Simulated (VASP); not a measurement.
# MgS in VASP: notebook, part 3 of 3

VASP 6.6.1. The steps go on from the part before.

### Step 6. Single point, r2SCAN (strain -0.080 along x and y, -0.040 along z)

POSCAR reads:

```
MgS
1.0
    0.0000000000      2.3935180000      2.4975840000
    2.3935180000      0.0000000000      2.4975840000
    2.3935180000      2.3935180000      0.0000000000
Mg S
1 1
Direct
    0.0000000000      0.0000000000      0.0000000000
    0.5000000000      0.5000000000      0.5000000000
```

INCAR.step1 reads:

```
ALGO = Normal ; EDIFF = 1E-4
ENCUT = 520 ; GGA = PE
ISMEAR = 0 ; LASPH = T
LCHARG = F ; LREAL = F
LWAVE = T ; NBANDS = 11
NELM = 100 ; PREC = Accurate
SIGMA = 0.05
```

INCAR.step2 reads:

```
ALGO = Normal ; EDIFF = 1E-6
ENCUT = 520 ; ISIF = 2
ISMEAR = 0 ; ISTART = 1
LASPH = T ; LCHARG = F
LMIXTAU = T ; LREAL = F
LWAVE = F ; METAGGA = R2SCAN
NBANDS = 11 ; NELM = 100
PREC = Accurate ; SIGMA = 0.05
```

KPOINTS reads:

```
k-points
0
Gamma
  8 8 8
```

Potentials or basis: VASP PAW PBE potentials, release 64 (Mg, S).

Command:

```sh
> cat potpaw_PBE.64/Mg/POTCAR potpaw_PBE.64/S/POTCAR > POTCAR
> cp INCAR.step1 INCAR
> mpirun -np 1 vasp_std > vasp.out
> cp INCAR.step2 INCAR
> mpirun -np 1 vasp_std > vasp.out
```

OUTCAR:

```text
EDIFF = 1E-6
   ENCUT = 520
   ISIF = 2
   ISMEAR = 0
   ISTART = 1
   LASPH = T
   LREAL = F
   METAGGA = R2SCAN
   NELM = 100
   PREC = Accurate

 ion  position               nearest neighbor table
   1  0.000  0.000  0.000-   2 2.39   2 2.39   2 2.39   2 2.39   2 2.50   2 2.50
   2  0.500  0.500  0.500-   1 2.39   1 2.39   1 2.39   1 2.39   1 2.50   1 2.50

  LATTYP: Found a body centered tetragonal cell.
 ALAT       =     3.3849456174
 C/A-ratio  =     1.4757011086

  Lattice vectors:

[... 524 lines left out ...]
------------------------ aborting loop because EDIFF is reached ----------------------------------------

  FORCE on cell =-STRESS in cart. coord.  units (eV):
  Direction    XX          YY          ZZ          XY          YZ          ZX
  --------------------------------------------------------------------------------------
  -------------------------------------------------------------------------------------
  Total        5.1701870      5.1701870      3.1083026      0.0000000      0.0000000      0.0000000
  in kB      289.4631882    289.4631882    174.0244923      0.0000000      0.0000000      0.0000000
  external PRESSURE =     250.9836229 kB  Pullay stress =       0.0000000 kB

 VOLUME and BASIS-vectors are now :
 -----------------------------------------------------------------------------
  energy-cutoff  :      520.00
  volume of cell :       28.62
      direct lattice vectors                 reciprocal lattice vectors
     0.000000000  2.393518000  2.497584000    -0.208897531  0.208897531  0.200193467
     2.393518000  0.000000000  2.497584000     0.208897531 -0.208897531  0.200193467
     2.393518000  2.393518000  0.000000000     0.208897531  0.208897531 -0.200193467

 POSITION                                       TOTAL-FORCE (eV/Angst)
 -----------------------------------------------------------------------------------
      0.00000      0.00000      0.00000        -0.000000     -0.000000      0.000000
      2.39352      2.39352      2.49758         0.000000      0.000000      0.000000
 -----------------------------------------------------------------------------------
    total drift:                                0.000000      0.000000      0.000000

  FREE ENERGIE OF THE ION-ELECTRON SYSTEM (eV)
  ---------------------------------------------------
  free  energy   TOTEN  =       -15.0660778006 eV

  energy  without entropy=      -15.0660778006  energy(sigma->0) =      -15.06607780
```

OUTCAR.step1:

```text
EDIFF = 1E-4
   ENCUT = 520
   GGA = PE
   ISMEAR = 0
   LASPH = T
[... 558 lines left out ...]
 -----------------------------------------------------------------------------------
      0.00000      0.00000      0.00000         0.000000      0.000000      0.000000
      2.39352      2.39352      2.49758        -0.000000     -0.000000      0.000000
 -----------------------------------------------------------------------------------
    total drift:                                0.000000      0.000000      0.000000

  FREE ENERGIE OF THE ION-ELECTRON SYSTEM (eV)
  ---------------------------------------------------
  free  energy   TOTEN  =        -8.0076029214 eV

  energy  without entropy=       -8.0076029214  energy(sigma->0) =       -8.00760292
```

OSZICAR.step1:

```text
N       E                     dE             d eps       ncg     rms          rms(c)
DAV:   1     0.235061974553E+02    0.23506E+02   -0.37843E+03  1354   0.609E+02
DAV:   2    -0.709043974218E+01   -0.30597E+02   -0.28420E+02  1666   0.105E+02
DAV:   3    -0.836223558408E+01   -0.12718E+01   -0.12699E+01  1605   0.224E+01
DAV:   4    -0.836831833812E+01   -0.60828E-02   -0.60823E-02  1593   0.185E+00
DAV:   5    -0.836835608807E+01   -0.37750E-04   -0.37750E-04  1600   0.143E-01    0.560E+00
DAV:   6    -0.805028179926E+01    0.31807E+00   -0.57759E-01  1451   0.329E+00    0.441E+00
DAV:   7    -0.800730273453E+01    0.42979E-01   -0.22350E-01  1529   0.219E+00    0.270E+00
DAV:   8    -0.800772716731E+01   -0.42443E-03   -0.10538E-02  1472   0.630E-01    0.109E+00
DAV:   9    -0.800759152695E+01    0.13564E-03   -0.50602E-04  1495   0.144E-01    0.275E-01
DAV:  10    -0.800760292140E+01   -0.11394E-04   -0.80496E-05   916   0.451E-02
   1 F= -.80076029E+01 E0= -.80076029E+01  d E =-.737810E-21
```

It took 86 s on 1 thread of AMD EPYC 7R43 (Zen 3), shared host; peak memory 0.14 GiB.

What came out:

```yaml
Free_energy: -15.0661 eV
Pressure: 25.1 GPa
Band_gap_on_the_k_mesh: 3.66 eV, indirect (least direct gap 5.91 eV)
```

Stress tensor (GPa, compression positive):
```
28.95  0.00  0.00
 0.00 28.95  0.00
 0.00  0.00 17.40
```

Levels at points of the mesh, in eV from the valence-band top:
| k point | band 2 | band 3 | band 4 | band 5 | band 6 | band 7 |
| --- | --- | --- | --- | --- | --- | --- |
| (0.00, 0.00, 0.00) | -0.15 | -0.15 | 0.00 | 6.47 | 7.83 | 8.37 |
| (0.50, 0.00, 0.00) | -6.25 | -1.12 | -0.92 | 5.33 | 7.37 | 7.87 |
| (0.50, 0.50, 0.00) | -5.68 | -2.19 | -2.19 | 4.00 | 4.14 | 13.92 |
| (0.50, 0.00, 0.50) | -5.58 | -2.66 | -2.25 | 3.66 | 3.99 | 13.99 |

Caveat: the cell differs from its parent crystal (strain -0.080 along x and y, -0.040 along z); the PAW data sets were made with another functional, which shifts forces and pressure a little. A k mesh can miss the band edges.

### Step 7. The runs side by side

| cell | gap on the mesh (eV) | pressure (GPa) |
| --- | --- | --- |
| a = 3.385 Å, angles 60.0°, 2 atoms | 3.93 | 32.4 |
| a = 3.532 Å, angles 60.0°, 2 atoms | 3.69 | 12.0 |
| a = 3.826 Å, angles 60.0°, 2 atoms | 3.17 | -7.8 |
| a = 3.974 Å, angles 60.0°, 2 atoms | 2.89 | -11.8 |
| a = 3.459, b = 3.459, c = 3.385 Å, angles 60.7, 60.7, 58.6°, 2 atoms | 3.66 | 25.1 |

Alike in all rows: task single point; level r2SCAN; potentials or basis VASP PAW PBE potentials, release 64 (Mg, S); no spin polarisation; k mesh 8 × 8 × 8; cutoff (eV) 520; smearing gaussian 0.05 eV.

Caveats: the PAW data sets were made with another functional, which shifts forces and pressure a little.

Total energies depend on the potentials used, so only differences within one code and one set of settings carry meaning.
